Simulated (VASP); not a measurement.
Here is a VASP 6.6.1 calculation.

The input INCAR:

```
SYSTEM = KBr
ALGO = Normal
EDIFF = 1E-8
ENCUT = 520
GGA = PE
ISIF = 2
ISMEAR = -1
LASPH = .True.
LCHARG = .False.
LEFG = .True.
LREAL = .False.
LWAVE = .False.
NBANDS = 15
NELM = 100
PREC = Accurate
SIGMA = 0.08
```

KPOINTS

```
k-points
0
Gamma
  11 11 11
  0 0 0
```

The input POSCAR:

```
KBr
1.0
    0.0000000000      3.7146932457      3.7146932457
    3.7146932457      0.0000000000      3.7146932457
    3.7146932457      3.7146932457      0.0000000000
K Br
1 1
Direct
    0.0000000000      0.0000000000      0.0000000000
    0.2500000000      0.2500000000      0.2500000000
```

Potentials or basis: VASP PAW PBE potentials, release 64 (K_sv, Br).

Command:

```sh
$ cat potpaw_PBE.64/K_sv/POTCAR potpaw_PBE.64/Br/POTCAR > POTCAR
$ mpirun -np 1 vasp_std > vasp.out
```

(1) What does it give for the pressure?

(2) What does it give for the band gap on the k mesh?

Answers

(1) 0.1 GPa.

(2) 4.24 eV, indirect (least direct gap 4.26 eV).

Caveat: without QUAD_EFG the Cq values of the log hold for a quadrupole moment of 1 mb, not for the nuclei.
